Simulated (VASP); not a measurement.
Write the native input for VASP 6.6.1 that does the following.

```
Task                   : single point
Functional             : LDA
Potentials or basis    : VASP PAW LDA potentials, release 64 (Pd)
Cutoff                 : 520 eV
k mesh                 : 14 × 14 × 14
Occupations            : fermi-dirac, width 0.6 eV
Spin                   : collinear spin, ferromagnetic start
Starting moments       : [0.5] μB
Dipole correction      : no
Further INCAR settings : ALGO = Normal; EDIFF = 1e-06; NBANDS = 15
```

The structure of Pd lies in POSCAR:

```
Pd
1.0
    0.0000000000      1.9202771092      1.9202771092
    1.9202771092      0.0000000000      1.9202771092
    1.9202771092      1.9202771092      0.0000000000
Pd
1
Direct
    0.0000000000      0.0000000000      0.0000000000
```

One way to write it, as run:

INCAR

```
PREC     = Accurate       # precision mode
ENCUT    = 520            # plane-wave cutoff, eV
EDIFF    = 1E-6           # SCF threshold, eV
ISMEAR   = -1             # smearing method
SIGMA    = 0.6            # smearing width, eV
LREAL    = False          # projectors in reciprocal space
LASPH    = True           # aspherical terms in the spheres
NELM     = 150            # most SCF steps
ALGO     = Normal         # electronic algorithm
ISIF     = 2              # what is computed and relaxed
LWAVE    = False          # write WAVECAR
LCHARG   = False          # write CHGCAR
ISPIN    = 2              # spin polarisation
MAGMOM   = 0.5            # initial moments
LORBIT   = 11             # projections on sites
LMAXMIX  = 4              # l up to which the mixer works
NBANDS   = 15             # bands
```

KPOINTS

```
Automatic mesh
0
Gamma
  14 14 14
```

Potentials or basis: VASP PAW LDA potentials, release 64 (Pd).

Run with:

```console
$ cat potpaw_LDA.64/Pd/POTCAR > POTCAR
$ mpirun -np 1 vasp_std > vasp.out
```

Results of the run:

```yaml
Pressure: 6.2 GPa
Band_gap_on_the_k_mesh: zero (filled and empty bands overlap)
Net_moment: 0.00 μB per cell
Valence_electrons_inside_the_program's_atomic_spheres: Pd 9.53
```

Wall time 16 s on 1 thread of Intel(R) Xeon(R) 6975P-C (Granite Rapids) (shared host), peak memory 0.14 GiB.
